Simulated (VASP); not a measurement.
# SiNi3 (Cmmm) in VASP: single point with PBE

Aim: the single point of SiNi3 with PBE.

Program: VASP 6.6.1. These are calculated values, not measurements. Logs are shortened: lines on timing, memory, paths and dates and some standing lists are left out, and cuts for length are marked.

## 1. The cell of the first run

It takes space group Cmmm (No. 65, orthorhombic). The conventional cell has a = 4.866 Å, b = 5.052 Å, c = 3.506 Å, α = 90.00°, β = 90.00°, γ = 90.00°. Si (site symmetry mmm) has 12 Ni at 2.43 to 2.53 Å within 3.2 Å. Ni (site symmetry 2/m) has 8 Ni at 2.43 to 2.53 Å and 4 Si at 2.48 Å within 3.2 Å. Ni (site symmetry mmm) has 4 Si at 2.43 to 2.53 Å and 8 Ni at 2.48 Å within 3.2 Å.

## 2. Single point, PBE (strain +0.0375 x Voigt [0, 0, 0, 0, 1, 0])

The input, INCAR:

```
ALGO = Fast
EDIFF = 1E-6
ENCUT = 520
GGA = PE
ISIF = 2
ISMEAR = 0
LASPH = True
LCHARG = False
LREAL = False
LWAVE = False
NBANDS = 25
NELM = 100
PREC = Accurate
SIGMA = 0.15
```

The input, KPOINTS:

```
k-points
0
Gamma
  14 14 14
```

The input, POSCAR:

```
SiNi3
1.0
    3.5062596291      0.0000000000      0.0657423680
    0.0000000000      3.5062596291      0.0000000000
    0.0657423680      0.0000000000      3.5062596291
Si Ni
1 3
Direct
    0.0000000000      0.0000000000      0.0000000000
    0.0000000000      0.5000000000      0.5000000000
    0.5000000000      0.0000000000      0.5000000000
    0.5000000000      0.5000000000      0.0000000000
```

Potentials or basis: VASP PAW PBE potentials, release 64 (Si, Ni).

Started as:

```bash
cat potpaw_PBE.64/Si/POTCAR potpaw_PBE.64/Ni/POTCAR > POTCAR
mpirun -np 1 vasp_std > vasp.out
```

OUTCAR:

```text
EDIFF = 1E-6
   ENCUT = 520
   GGA = PE
   ISIF = 2
   ISMEAR = 0
   LASPH = True
   LREAL = False
   NELM = 100
   PREC = Accurate

 ion  position               nearest neighbor table
   1  0.000  0.000  0.000-   3 2.43   3 2.43   2 2.48   2 2.48   2 2.48   4 2.48   2 2.48   4 2.48
                             4 2.48   4 2.48   3 2.53   3 2.53
   2  0.000  0.500  0.500-   4 2.43   4 2.43   1 2.48   1 2.48   1 2.48   3 2.48   1 2.48   3 2.48
                             3 2.48   3 2.48   4 2.53   4 2.53
   3  0.500  0.000  0.500-   1 2.43   1 2.43   2 2.48   4 2.48   2 2.48   4 2.48   4 2.48   4 2.48
                             2 2.48   2 2.48   1 2.53   1 2.53
   4  0.500  0.500  0.000-   2 2.43   2 2.43   1 2.48   3 2.48   1 2.48   3 2.48   3 2.48   1 2.48
                             3 2.48   1 2.48   2 2.53   2 2.53

  LATTYP: Found a base centered orthorhombic cell.
 ALAT       =     4.8656261722
 B/A-ratio  =     1.0382165605
 C/A-ratio  =     0.7206183757

  Lattice vectors:

 A1 = (  -3.5062596291,   0.0000000000,  -0.0657423680)
 A2 = (   0.0657423680,   0.0000000000,   3.5062596291)
 A3 = (   0.0000000000,   3.5062596291,   0.0000000000)

Analysis of symmetry for initial positions (statically):
=====================================================================
 Subroutine PRICEL returns:
 Original cell was already a primitive cell.

 Routine SETGRP: Setting up the symmetry group for a
 base centered orthorhombic supercell.

 Subroutine GETGRP returns: Found  8 space group operations
 (whereof  8 operations were pure point group operations)
 out of a pool of  8 trial point group operations.

The static configuration has the point symmetry D_2h.

Analysis of symmetry for dynamics (positions and initial velocities):
=====================================================================
 Subroutine PRICEL returns:
 Original cell was already a primitive cell.

 Routine SETGRP: Setting up the symmetry group for a
 base centered orthorhombic supercell.

 Subroutine GETGRP returns: Found  8 space group operations
 (whereof  8 operations were pure point group operations)
 out of a pool of  8 trial point group operations.

The dynamic configuration has the point symmetry D_2h.

 Subroutine INISYM returns: Found  8 space group operations
 (whereof  8 operations are pure point group operations),
 and found     1 'primitive' translations

----------------------------------------------------------------------------------------

                                     Primitive cell

  volume of cell :      43.0903

  direct lattice vectors                    reciprocal lattice vectors
     3.506259629  0.000000000  0.065742368     0.285304510  0.000000000 -0.005349460
     0.000000000  3.506259629  0.000000000     0.000000000  0.285204208  0.000000000
     0.065742368  0.000000000  3.506259629    -0.005349460  0.000000000  0.285304510

  length of vectors
     3.506875910  3.506259629  3.506875910     0.285354657  0.285204208  0.285354657

  position of ions in fractional coordinates (direct lattice)
     0.000000000  0.000000000  0.000000000
     0.000000000  0.500000000  0.500000000
     0.500000000  0.000000000  0.500000000
     0.500000000  0.500000000  0.000000000

  ion indices of the primitive-cell ions
   primitive index   ion index
                 1           1
                 2           2
                 3           3
                 4           4

----------------------------------------------------------------------------------------

 KPOINTS: k-points

Automatic generation of k-mesh.
 Grid dimensions read from file:
 generate k-points for:   14   14   14

 Generating k-lattice:

  Cartesian coordinates                     Fractional coordinates (reciprocal lattice)
     0.020378894  0.000000000 -0.000382104     0.071428571  0.000000000  0.000000000
     0.000000000  0.020371729  0.000000000     0.000000000  0.071428571  0.000000000
    -0.000382104  0.000000000  0.020378894     0.000000000  0.000000000  0.071428571

  Length of vectors
     0.020382475  0.020371729  0.020382475

  Shift w.r.t. Gamma in fractional coordinates (k-lattice)
     0.000000000  0.000000000  0.000000000

 Subroutine IBZKPT returns following result:
 ===========================================

 Found    456 irreducible k-points:

 Following reciprocal coordinates:
            Coordinates               Weight
  0.000000  0.000000  0.000000      1.000000
  0.071429  0.000000 -0.000000      4.000000
  0.142857  0.000000  0.000000      4.000000
  0.214286  0.000000 -0.000000      4.000000
  0.285714  0.000000  0.000000      4.000000
  0.357143  0.000000  0.000000      4.000000
[... 16 lines left out ...]
  0.428571  0.142857 -0.000000      8.000000
  0.500000  0.142857 -0.000000      4.000000
 [... further k-points ...]
   k-points           NKPTS =    456   k-points in BZ     NKDIM =    456   number of bands    NBANDS=     25
   number of dos      NEDOS =    301   number of ions     NIONS =      4
   total plane-waves  NPLWV =  21952
   dimension x,y,z NGX =    28 NGY =   28 NGZ =   28
   dimension x,y,z NGXF=    56 NGYF=   56 NGZF=   56
   ions per type =               1   3
   NGX,Y,Z   is equivalent  to a cutoff of  13.27, 13.28, 13.27 a.u.
   NGXF,Y,Z  is equivalent  to a cutoff of  26.55, 26.55, 26.55 a.u.
 SYSTEM =  unknown system
   PREC   = accura    normal or accurate (medium, high low for compatibility)
   ISTART =      0    job   : 0-new  1-cont  2-samecut
   ICHARG =      2    charge: 1-file 2-atom 10-const
   ISPIN  =      1    spin polarized calculation?
   LNONCOLLINEAR =      F non collinear calculations
   LSORBIT =      F    spin-orbit coupling
   LASPH  =      T    aspherical Exc in radial PAW
   ENCUT  =  520.0 eV  38.22 Ry    6.18 a.u.   6.52  6.52  6.52*2*pi/ulx,y,z
   NELM   =    100;   NELMIN=  2; NELMDL= -5     # of ELM steps
   EDIFF  = 0.1E-05   stopping-criterion for ELM
   LREAL  =      F    real-space projection
   EDIFFG = 0.1E-04   stopping-criterion for IOM
   NSW    =      0    number of steps for IOM
   IBRION =     -1    ionic relax: 0-MD 1-quasi-New 2-CG
   NFREE  =      0    steps in history (QN), initial steepest desc. (CG)
   ISIF   =      2    stress and relaxation
   ISYM   =      2    0-nonsym 1-usesym 2-fastsym
   POTIM  = 0.5000    time-step for ionic-motion
   TEBEG  =    0.0;   TEEND  =   0.0 temperature during run
   PSTRESS=    0.0 pullay stress
   NELECT =      34.0000    total number of electrons
   NUPDOWN=      -1.0000    fix difference up-down
   EMIN   =  10.00;   EMAX   =-10.00  energy-range for DOS
   EFERMI =   0.00;   METHOD = LEGACY
   ISMEAR =     0;   SIGMA  =   0.15  broadening in eV -4-tet -1-fermi 0-gaus
   EFERMI_NEDOS =   21; number of points for ismear=-14 and -15
   IALGO  =     68    algorithm
   IMIX   =      4    mixing-type and parameters
     AMIX     =   0.40;   BMIX     =  1.00
     AMIX_MAG =   1.60;   BMIX_MAG =  1.00
  volume/ion in A,a.u.               =      10.77        72.70
  Fermi-wavevector in a.u.,A,eV,Ry     =   1.512776  2.858732 31.136815  2.288491
  Thomas-Fermi vector in A             =   2.622655
   LORBIT       =      0    0 simple, 1 ext, 2 COOP (PROOUT), +10 PAW based schemes
   GGA     = PE    functional components
   LHFCALC =     F    Hartree Fock is set to
   AEXX    =    0.0000 exact exchange contribution
   IVDW    =     0    specifies the selected vdW correction
   LEPSILON=     F    determine dielectric tensor
   LRPA    =     F    only Hartree local field effects (RPA)
 non-spin polarized calculation
 RMM-DIIS sequential band-by-band and
 Gauss-broadening in eV      SIGMA  =   0.15
  energy-cutoff  :      520.00
  volume of cell :       43.09
 maximum number of plane-waves:      1189
 NGX is ok and might be reduce to    28
   NGX = 13   NGY = 13   NGZ = 13

 number of electron      33.9999965 magnetization

 Free energy of the ion-electron system (eV)
  ---------------------------------------------------
  ext. energy  EPLUGINS =         0.00000000
  ---------------------------------------------------
  free energy    TOTEN  =       -23.66740191 eV

  energy without entropy =      -23.64556911  energy(sigma->0) =      -23.65648551

 E-fermi :  10.6744     XC(G=0): -13.0985

 val. band max:       10.6722958277   @ k =   0.0000   0.0000   0.0000
 cond. band min:      10.6760374390   @ k =   0.5000   0.2857   0.5000
 fundamental gap:      0.0037416113
 Fermi energy:        10.6743757227

 k-point     1 :       0.0000    0.0000    0.0000
  band No.  band energies     occupation
      1      -1.2684      2.00000
      2       5.7850      2.00000
      3       6.6069      2.00000
      4       6.6103      2.00000
      5       7.1032      2.00000
      6       7.1188      2.00000
[... 17 lines left out ...]
     24      21.2332      0.00000
     25      21.6113      0.00000

 k-point     2 :       0.0714    0.0000   -0.0000
  band No.  band energies     occupation
      1      -1.2086      2.00000
      2       5.7995      2.00000
      3       6.5232      2.00000
      4       6.6502      2.00000
      5       7.1085      2.00000
      6       7.1139      2.00000
[... 17 lines left out ...]
     24      21.0406      0.00000
     25      21.4607      0.00000

 k-point     3 :       0.1429    0.0000    0.0000
  band No.  band energies     occupation
      1      -1.0307      2.00000
      2       5.7703      2.00000
      3       6.3117      2.00000
      4       6.7739      2.00000
      5       7.0969      2.00000
      6       7.1002      2.00000
[... 17 lines left out ...]
     24      20.3909      0.00000
     25      21.0092      0.00000

 k-point     4 :       0.2143    0.0000   -0.0000
  band No.  band energies     occupation
      1      -0.7406      2.00000
      2       5.3837      2.00000
      3       6.2687      2.00000
      4       6.9673      2.00000
      5       7.0638      2.00000
      6       7.0669      2.00000
[... 17 lines left out ...]
     24      19.4230      0.00000
     25      20.6887      0.00000

 k-point     5 :       0.2857    0.0000    0.0000
  band No.  band energies     occupation
      1      -0.3511      2.00000
      2       4.6807      2.00000
      3       6.4112      2.00000
      4       7.0106      2.00000
      5       7.0155      2.00000
      6       7.2149      2.00000
[... 17 lines left out ...]
     24      19.0017      0.00000
     25      21.4432      0.00000

 k-point     6 :       0.3571    0.0000    0.0000
  band No.  band energies     occupation
      1       0.1086      2.00000
      2       3.9088      2.00000
      3       6.5887      2.00000
      4       6.9567      2.00000
      5       6.9596      2.00000
      6       7.4747      2.00000
[... 17 lines left out ...]
     24      18.6433      0.00000
     25      21.8649      0.00000
[... 393 lines left out ...]
 k-point    21 :       0.2857    0.1429    0.0000
  band No.  band energies     occupation
      1      -0.1295      2.00000
      2       4.8379      2.00000
      3       6.2883      2.00000
      4       6.7659      2.00000
      5       6.9433      2.00000
      6       7.3060      2.00000
[... 17 lines left out ...]
     24      19.8094      0.00000
     25      21.8239      0.00000

 k-point    22 :       0.3571    0.1429    0.0000
  band No.  band energies     occupation
      1       0.3198      2.00000
      2       4.0905      2.00000
      3       6.4305      2.00000
      4       6.8153      2.00000
      5       6.9012      2.00000
      6       7.5226      2.00000
[... 17 lines left out ...]
     24      19.7030      0.00000
     25      22.1120      0.00000

 k-point    23 :       0.4286    0.1429   -0.0000
  band No.  band energies     occupation
      1       0.7568      2.00000
      2       3.4478      2.00000
      3       6.5138      2.00000
      4       6.8461      2.00000
      5       6.8884      2.00000
      6       7.6239      2.00000
[... 17 lines left out ...]
     24      19.4510      0.00000
     25      22.4600      0.00000

 k-point    24 :       0.5000    0.1429   -0.0000
  band No.  band energies     occupation
      1       0.9694      2.00000
      2       3.1628      2.00000
      3       6.5367      2.00000
      4       6.8423      2.00000
      5       6.9064      2.00000
      6       7.6340      2.00000
[... 17 lines left out ...]
     24      19.3459      0.00000
     25      22.5132      0.00000

 [... further k-points ...]

------------------------ aborting loop because EDIFF is reached ----------------------------------------

  FORCE on cell =-STRESS in cart. coord.  units (eV):
  Direction    XX          YY          ZZ          XY          YZ          ZX
  --------------------------------------------------------------------------------------
  -------------------------------------------------------------------------------------
  Total        0.1060518     -0.0558764      0.1060518      0.0000000      0.0000000     -1.3160963
  in kB        3.9432023     -2.0775892      3.9432023      0.0000000      0.0000000    -48.9349028
  external PRESSURE =       1.9362718 kB  Pullay stress =       0.0000000 kB

 VOLUME and BASIS-vectors are now :
 -----------------------------------------------------------------------------
  energy-cutoff  :      520.00
  volume of cell :       43.09
      direct lattice vectors                 reciprocal lattice vectors
     3.506259629  0.000000000  0.065742368     0.285304510  0.000000000 -0.005349460
     0.000000000  3.506259629  0.000000000     0.000000000  0.285204208  0.000000000
     0.065742368  0.000000000  3.506259629    -0.005349460  0.000000000  0.285304510

 POSITION                                       TOTAL-FORCE (eV/Angst)
 -----------------------------------------------------------------------------------
      0.00000      0.00000      0.00000        -0.000000      0.000000     -0.000000
      0.03287      1.75313      1.75313        -0.000000      0.000000      0.000000
      1.78600      0.00000      1.78600         0.000000      0.000000     -0.000000
      1.75313      1.75313      0.03287        -0.000000      0.000000     -0.000000
 -----------------------------------------------------------------------------------
    total drift:                                0.000000      0.000000      0.000000

  FREE ENERGIE OF THE ION-ELECTRON SYSTEM (eV)
  ---------------------------------------------------
  free  energy   TOTEN  =       -23.6674019137 eV

  energy  without entropy=      -23.6455691073  energy(sigma->0) =      -23.65648551
```

It took 13 min on 1 thread of Intel Xeon Platinum 8259CL at 2.50GHz (Skylake/Cascade Lake), shared host; peak memory 0.48 GiB.

What came out:

```yaml
Free_energy: -23.6674 eV
Pressure: 0.2 GPa
Band_gap_on_the_k_mesh: zero (band 17 reaches 10.70 eV, above the bottom of band 18 at 10.42 eV)
```

Stress tensor (GPa, compression positive):
```
 0.39  0.00 -4.89
 0.00 -0.21  0.00
-4.89  0.00  0.39
```

Levels at points of the mesh, in eV from the Fermi level:
```
           k point  band 13  band 14  band 15  band 16  band 17  band 18  band 19  band 20  band 21  band 22
(0.00, 0.00, 0.00)    -0.81    -0.64    -0.64    -0.32     0.00     0.02     0.02     4.82     6.31     6.33
(0.50, 0.00, 0.00)    -1.33    -1.31    -1.17    -0.57     0.01     3.57     3.59     4.84     5.25     5.56
(0.00, 0.50, 0.00)    -1.31    -1.22    -1.16    -0.57     0.02     3.45     3.72     5.17     5.20     5.36
(0.50, 0.50, 0.00)    -1.45    -1.44    -1.13    -1.03    -0.97     0.63     0.63     5.55     6.24     7.62
(0.50, 0.00, 0.50)    -1.44    -1.32    -1.14    -1.03    -0.94     0.50     0.77     5.56     6.32     7.46
(0.50, 0.50, 0.50)    -1.34    -1.25    -1.24    -0.39    -0.29    -0.23    -0.17     1.19     3.76     4.02
```

Caveat: the cell differs from its parent crystal (strain +0.0375 x Voigt [0, 0, 0, 0, 1, 0]).
